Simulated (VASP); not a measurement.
# Li in VASP: a series of runs

The runs below take Li through single point, with PBE.

All numbers are computed with VASP 6.6.1; they aren't measurements. Logs are shortened: lines on timing, memory, paths and dates and some standing lists are left out, and cuts for length are marked.

## 1. The cell of the first run

The cell holds a slab with vacuum, 17 atoms: a = 6.980 Å, b = 6.045 Å, c = 20.403 Å, α = 90.00°, β = 90.00°, γ = 54.74°.

## 2. Single point, PBE

File INCAR:

```
SYSTEM = Li
PREC = Accurate
ENCUT = 520
EDIFF = 1E-7
ISMEAR = -1
SIGMA = 0.05
LREAL = Auto
LASPH = .True.
NELM = 100
ALGO = Normal
ISIF = 2
LWAVE = .False.
LCHARG = .False.
GGA = PE
NBANDS = 40
```

File KPOINTS:

```
regular mesh
0
Gamma
  4 4 1
  0 0 0
```

File POSCAR:

```
Li
1.0
    6.9800000000      0.0000000000      0.0000000000
    3.4900000000      4.9356050000      0.0000000000
    0.0000000000      0.0000000000     20.4034080000
Li
17
Direct
   -0.2499999493      0.4999998987      0.0490114201
    0.2500000507      0.4999998987      0.0490114201
   -0.2500000000      1.0000000000      0.0490114201
    0.2500000000      1.0000000000      0.0490114201
    0.0001980439     -0.0008651422      0.1623718449
    0.5011235419     -0.0026035309      0.1629292028
    0.0028270973      0.4973489572      0.1583363426
    0.4987659690      0.4975677754      0.1620375380
   -0.2474042377      0.5139560398      0.2715572810
    0.2368275549      0.5024950335      0.2740190266
   -0.2511826763      1.0112748083      0.2824325230
    0.2435685062      1.0040690047      0.2824361989
    0.0026016061     -0.0036751320      0.4077590861
    0.4953645358      0.0118666303      0.4052428398
   -0.0124085750      0.5036549724      0.3913465339
    0.5002318226      0.5049243203      0.3797519022
    0.6880238389      0.5120038982      0.5016446762
```

Potentials or basis: VASP PAW PBE potentials, release 64 (Li_sv).

Started as:

```bash
> cat potpaw_PBE.64/Li_sv/POTCAR > POTCAR
> mpirun -np 1 vasp_std > vasp.out
```

OUTCAR:

```text
SYSTEM = Li
   PREC = Accurate
   ENCUT = 520
   EDIFF = 1E-7
   ISMEAR = -1
   LREAL = Auto
   LASPH = .True.
   NELM = 100
   ISIF = 2
   GGA = PE

 ion  position               nearest neighbor table
   1  0.750  0.500  0.049-
   2  0.250  0.500  0.049-
   3  0.750  0.000  0.049-
   4  0.250  0.000  0.049-
   5  0.000  0.999  0.162-
   6  0.501  0.997  0.163-
[... 9 lines left out ...]
  16  0.500  0.505  0.380-
  17  0.688  0.512  0.502-

  LATTYP: Found a base centered orthorhombic cell.
 ALAT       =     6.9800000000
 B/A-ratio  =     1.4142134670
 C/A-ratio  =     2.9231243553

  Lattice vectors:

 A1 = (   3.4900000000,  -4.9356050000,   0.0000000000)
 A2 = (   3.4900000000,   4.9356050000,   0.0000000000)
 A3 = (   0.0000000000,   0.0000000000,  20.4034080000)

Analysis of symmetry for initial positions (statically):
=====================================================================
 Subroutine PRICEL returns:
 Original cell was already a primitive cell.

 Routine SETGRP: Setting up the symmetry group for a
 base centered orthorhombic supercell.

 Subroutine GETGRP returns: Found  1 space group operations
 (whereof  1 operations were pure point group operations)
 out of a pool of  8 trial point group operations.

The static configuration has the point symmetry C_1 .

Analysis of symmetry for dynamics (positions and initial velocities):
=====================================================================
 Subroutine PRICEL returns:
 Original cell was already a primitive cell.

 Routine SETGRP: Setting up the symmetry group for a
 base centered orthorhombic supercell.

 Subroutine GETGRP returns: Found  1 space group operations
 (whereof  1 operations were pure point group operations)
 out of a pool of  8 trial point group operations.

The dynamic configuration has the point symmetry C_1 .

 Subroutine INISYM returns: Found  1 space group operations
 (whereof  1 operations are pure point group operations),
 and found     1 'primitive' translations

----------------------------------------------------------------------------------------

                                     Primitive cell

  volume of cell :     702.9081

  direct lattice vectors                    reciprocal lattice vectors
     6.980000000  0.000000000  0.000000000     0.143266476 -0.101304703  0.000000000
     3.490000000  4.935605000  0.000000000     0.000000000  0.202609407  0.000000000
     0.000000000  0.000000000 20.403408000     0.000000000  0.000000000  0.049011420

  length of vectors
     6.980000000  6.044857047 20.403408000     0.175464885  0.202609407  0.049011420

  position of ions in fractional coordinates (direct lattice)
     0.750000051  0.499999899  0.049011420
     0.250000051  0.499999899  0.049011420
     0.750000000  0.000000000  0.049011420
     0.250000000  0.000000000  0.049011420
     0.000198044  0.999134858  0.162371845
     0.501123542  0.997396469  0.162929203
[... 9 lines left out ...]
     0.500231823  0.504924320  0.379751902
     0.688023839  0.512003898  0.501644676

  ion indices of the primitive-cell ions
   primitive index   ion index
                 1           1
                 2           2
                 3           3
                 4           4
                 5           5
                 6           6
[... 9 lines left out ...]
                16          16
                17          17

----------------------------------------------------------------------------------------

 KPOINTS: regular mesh

Automatic generation of k-mesh.
 Grid dimensions read from file:
 generate k-points for:    4    4    1

 Generating k-lattice:

  Cartesian coordinates                     Fractional coordinates (reciprocal lattice)
     0.035816619 -0.025326176  0.000000000     0.250000000  0.000000000  0.000000000
     0.000000000  0.050652352  0.000000000     0.000000000  0.250000000  0.000000000
     0.000000000  0.000000000  0.049011420     0.000000000  0.000000000  1.000000000

  Length of vectors
     0.043866221  0.050652352  0.049011420

  Shift w.r.t. Gamma in fractional coordinates (k-lattice)
     0.000000000  0.000000000  0.000000000

 Subroutine IBZKPT returns following result:
 ===========================================

 Found     10 irreducible k-points:

 Following reciprocal coordinates:
            Coordinates               Weight
  0.000000  0.000000  0.000000      1.000000
  0.250000 -0.000000  0.000000      2.000000
  0.250000  0.250000  0.000000      2.000000
  0.500000 -0.000000  0.000000      1.000000
  0.500000  0.500000  0.000000      1.000000
  0.000000  0.250000  0.000000      2.000000
  0.500000  0.250000  0.000000      2.000000
 -0.250000  0.250000  0.000000      2.000000
 -0.250000  0.500000  0.000000      2.000000
  0.000000  0.500000  0.000000      1.000000
   k-points           NKPTS =     10   k-points in BZ     NKDIM =     10   number of bands    NBANDS=     40
   number of dos      NEDOS =    301   number of ions     NIONS =     17
   total plane-waves  NPLWV = 414720
   dimension x,y,z NGX =    54 NGY =   48 NGZ =  160
   dimension x,y,z NGXF=   108 NGYF=   96 NGZF=  320
   ions per type =              17
   NGX,Y,Z   is equivalent  to a cutoff of  12.86, 13.20, 13.04 a.u.
   NGXF,Y,Z  is equivalent  to a cutoff of  25.72, 26.40, 26.07 a.u.
 SYSTEM =  Li
   PREC   = accura    normal or accurate (medium, high low for compatibility)
   ISTART =      0    job   : 0-new  1-cont  2-samecut
   ICHARG =      2    charge: 1-file 2-atom 10-const
   ISPIN  =      1    spin polarized calculation?
   LNONCOLLINEAR =      F non collinear calculations
   LSORBIT =      F    spin-orbit coupling
   LASPH  =      T    aspherical Exc in radial PAW
   ENCUT  =  520.0 eV  38.22 Ry    6.18 a.u.  12.98 11.24 37.94*2*pi/ulx,y,z
   NELM   =    100;   NELMIN=  2; NELMDL= -5     # of ELM steps
   EDIFF  = 0.1E-06   stopping-criterion for ELM
   LREAL  =      T    real-space projection
   EDIFFG = 0.1E-05   stopping-criterion for IOM
   NSW    =      0    number of steps for IOM
   IBRION =     -1    ionic relax: 0-MD 1-quasi-New 2-CG
   NFREE  =      0    steps in history (QN), initial steepest desc. (CG)
   ISIF   =      2    stress and relaxation
   ISYM   =      2    0-nonsym 1-usesym 2-fastsym
   POTIM  = 0.5000    time-step for ionic-motion
   TEBEG  =    0.0;   TEEND  =   0.0 temperature during run
   PSTRESS=    0.0 pullay stress
   NELECT =      51.0000    total number of electrons
   NUPDOWN=      -1.0000    fix difference up-down
   EMIN   =  10.00;   EMAX   =-10.00  energy-range for DOS
   EFERMI =   0.00;   METHOD = LEGACY
   ISMEAR =    -1;   SIGMA  =   0.05  broadening in eV -4-tet -1-fermi 0-gaus
   EFERMI_NEDOS =   21; number of points for ismear=-14 and -15
   IALGO  =     38    algorithm
   IMIX   =      4    mixing-type and parameters
     AMIX     =   0.40;   BMIX     =  1.00
     AMIX_MAG =   1.60;   BMIX_MAG =  1.00
  volume/ion in A,a.u.               =      41.35       279.03
  Fermi-wavevector in a.u.,A,eV,Ry     =   0.682808  1.290320  6.343403  0.466227
  Thomas-Fermi vector in A             =   1.761989
   LORBIT       =      0    0 simple, 1 ext, 2 COOP (PROOUT), +10 PAW based schemes
   GGA     = PE    functional components
   LHFCALC =     F    Hartree Fock is set to
   AEXX    =    0.0000 exact exchange contribution
   IVDW    =     0    specifies the selected vdW correction
   LEPSILON=     F    determine dielectric tensor
   LRPA    =     F    only Hartree local field effects (RPA)
 non-spin polarized calculation
  energy-cutoff  :      520.00
  volume of cell :      702.91
 maximum number of plane-waves:     18950
 NGX is ok and might be reduce to    54
   NGX = 25   NGY = 23   NGZ = 75

 number of electron      50.9999988 magnetization

 Free energy of the ion-electron system (eV)
  ---------------------------------------------------
  ext. energy  EPLUGINS =         0.00000000
  ---------------------------------------------------
  free energy    TOTEN  =       -29.96521172 eV

  energy without entropy =      -29.87004099  energy(sigma->0) =      -29.91762636

 E-fermi :  -1.0013     XC(G=0):  -4.3488

 val. band max:       -1.0095170706   @ k =   0.2500   0.2500   0.0000
 cond. band min:      -0.9790979824   @ k =   0.0000   0.0000   0.0000
 fundamental gap:      0.0304190881
 Fermi energy:        -1.0012736393

 k-point     1 :       0.0000    0.0000    0.0000
  band No.  band energies     occupation
      1     -49.2080      2.00000
      2     -48.0131      2.00000
      3     -48.0089      2.00000
      4     -48.0083      2.00000
      5     -47.9995      2.00000
      6     -47.9938      2.00000
[... 29 lines left out ...]
     36       1.6147      0.00000
     37       1.7803      0.00000

 k-point     2 :       0.2500   -0.0000    0.0000
  band No.  band energies     occupation
      1     -49.2080      2.00000
      2     -48.0121      2.00000
      3     -48.0089      2.00000
      4     -48.0086      2.00000
      5     -47.9998      2.00000
      6     -47.9942      2.00000
[... 29 lines left out ...]
     36       1.4798      0.00000
     37       1.8605      0.00000

 k-point     3 :       0.2500    0.2500    0.0000
  band No.  band energies     occupation
      1     -49.2080      2.00000
      2     -48.0121      2.00000
      3     -48.0089      2.00000
      4     -48.0086      2.00000
      5     -47.9998      2.00000
      6     -47.9942      2.00000
[... 29 lines left out ...]
     36       1.4866      0.00000
     37       1.8598      0.00000

 k-point     4 :       0.5000   -0.0000    0.0000
  band No.  band energies     occupation
      1     -49.2080      2.00000
      2     -48.0105      2.00000
      3     -48.0095      2.00000
      4     -48.0089      2.00000
      5     -48.0001      2.00000
      6     -47.9946      2.00000
[... 29 lines left out ...]
     36       1.1352      0.00000
     37       1.5961      0.00000

 k-point     5 :       0.5000    0.5000    0.0000
  band No.  band energies     occupation
      1     -49.2080      2.00000
      2     -48.0101      2.00000
      3     -48.0100      2.00000
      4     -48.0089      2.00000
      5     -48.0000      2.00000
      6     -47.9946      2.00000
[... 29 lines left out ...]
     36       1.1315      0.00000
     37       1.6070      0.00000

 k-point     6 :       0.0000    0.2500    0.0000
  band No.  band energies     occupation
      1     -49.2080      2.00000
      2     -48.0116      2.00000
      3     -48.0089      2.00000
      4     -48.0083      2.00000
      5     -48.0002      2.00000
      6     -47.9946      2.00000
[... 29 lines left out ...]
     36       1.1780      0.00000
     37       1.8381      0.00000

 k-point     7 :       0.5000    0.2500    0.0000
  band No.  band energies     occupation
      1     -49.2080      2.00000
      2     -48.0110      2.00000
      3     -48.0089      2.00000
      4     -48.0089      2.00000
      5     -48.0003      2.00000
      6     -47.9945      2.00000
[... 29 lines left out ...]
     36       1.2710      0.00000
     37       1.3724      0.00000

 k-point     8 :      -0.2500    0.2500    0.0000
  band No.  band energies     occupation
      1     -49.2080      2.00000
      2     -48.0101      2.00000
      3     -48.0089      2.00000
      4     -48.0089      2.00000
      5     -48.0007      2.00000
      6     -47.9949      2.00000
[... 29 lines left out ...]
     36       1.1567      0.00000
     37       1.5095      0.00000

 k-point     9 :      -0.2500    0.5000    0.0000
  band No.  band energies     occupation
      1     -49.2080      2.00000
      2     -48.0100      2.00000
      3     -48.0091      2.00000
      4     -48.0089      2.00000
      5     -48.0007      2.00000
      6     -47.9949      2.00000
[... 29 lines left out ...]
     36       1.1569      0.00000
     37       1.5157      0.00000

 k-point    10 :       0.0000    0.5000    0.0000
  band No.  band energies     occupation
      1     -49.2080      2.00000
      2     -48.0097      2.00000
      3     -48.0089      2.00000
      4     -48.0083      2.00000
      5     -48.0014      2.00000
      6     -47.9953      2.00000
[... 29 lines left out ...]
     36       1.2543      0.00000
     37       1.8084      0.00000
 [bands above 37 left out]

------------------------ aborting loop because EDIFF is reached ----------------------------------------

  FORCE on cell =-STRESS in cart. coord.  units (eV):
  Direction    XX          YY          ZZ          XY          YZ          ZX
  --------------------------------------------------------------------------------------
  -------------------------------------------------------------------------------------
  Total       -1.5218525     -1.1166039     -0.1673177      0.0124740      0.0125635     -0.0277068
  in kB       -3.4688428     -2.5451371     -0.3813765      0.0284327      0.0286367     -0.0631537
  external PRESSURE =      -2.1317855 kB  Pullay stress =       0.0000000 kB

 VOLUME and BASIS-vectors are now :
 -----------------------------------------------------------------------------
  energy-cutoff  :      520.00
  volume of cell :      702.91
      direct lattice vectors                 reciprocal lattice vectors
     6.980000000  0.000000000  0.000000000     0.143266476 -0.101304703  0.000000000
     3.490000000  4.935605000  0.000000000     0.000000000  0.202609407  0.000000000
     0.000000000  0.000000000 20.403408000     0.000000000  0.000000000  0.049011420

 POSITION                                       TOTAL-FORCE (eV/Angst)
 -----------------------------------------------------------------------------------
      6.98000      2.46780      1.00000        -0.017390     -0.001984     -0.012626
      3.49000      2.46780      1.00000         0.015628      0.002162     -0.029210
      5.23500      0.00000      1.00000        -0.002955     -0.000057      0.016800
      1.74500      0.00000      1.00000         0.003549      0.000860      0.016216
      3.48836      4.93133      3.31294        -0.001019     -0.000114      0.001255
      6.97876      4.92275      3.32431        -0.000601     -0.003153     -0.000128
[... 9 lines left out ...]
      5.25380      2.49211      7.74823         0.010004     -0.002420      0.000471
      6.58930      2.52705     10.23526        -0.011346      0.002007     -0.001478
 -----------------------------------------------------------------------------------
    total drift:                               -0.003786     -0.001422     -0.001626

  FREE ENERGIE OF THE ION-ELECTRON SYSTEM (eV)
  ---------------------------------------------------
  free  energy   TOTEN  =       -29.9652117246 eV

  energy  without entropy=      -29.8700409950  energy(sigma->0) =      -29.91762636
```

It took 11 min on 1 thread of Intel Xeon 6975P-C (Granite Rapids), shared host; peak memory 0.79 GiB.

What came out:

* Free energy: -29.9652 eV
* Largest force: 0.033 eV/Å
* Band gap on the k mesh: zero (an odd number of electrons rules out a gap without spin polarisation)

Forces on the atoms (eV/Å):
```
Li  -0.017 -0.002 -0.013
Li   0.016  0.002 -0.029
Li  -0.003  0.000  0.017
Li   0.004  0.001  0.016
Li  -0.001  0.000  0.001
Li  -0.001 -0.003  0.000
Li   0.001  0.001 -0.004
Li  -0.001  0.001 -0.003
Li  -0.002 -0.006  0.001
Li   0.005  0.002  0.011
Li  -0.002  0.001 -0.002
Li   0.001 -0.001 -0.003
Li   0.002 -0.003  0.002
Li   0.002  0.006  0.004
Li  -0.002  0.001  0.002
Li   0.010 -0.002  0.000
Li  -0.011  0.002 -0.001
```

Levels at points of the mesh, in eV from the Fermi level:
| k point | band 21 | band 22 | band 23 | band 24 | band 25 | band 26 | band 27 | band 28 | band 29 | band 30 |
| --- | --- | --- | --- | --- | --- | --- | --- | --- | --- | --- |
| (0.00, 0.00, 0.00) | -0.81 | -0.08 | -0.06 | -0.01 | 0.02 | 0.13 | 0.19 | 0.21 | 0.23 | 0.30 |
| (0.50, 0.00, 0.00) | -1.91 | -1.06 | -0.88 | -0.28 | -0.24 | 0.06 | 0.21 | 0.34 | 0.35 | 1.15 |
| (0.50, 0.50, 0.00) | -1.91 | -1.06 | -0.88 | -0.26 | -0.26 | 0.06 | 0.21 | 0.34 | 0.35 | 1.15 |
| (0.00, 0.50, 0.00) | -1.63 | -1.08 | -1.06 | -0.77 | -0.57 | -0.49 | -0.45 | 0.33 | 0.41 | 0.58 |

Caveat: the cutoff is under 1.25 times the usual one of these potentials, so pressure, stress and relaxed cells hold a basis-set (Pulay) error.

[end of part 1 of 2]
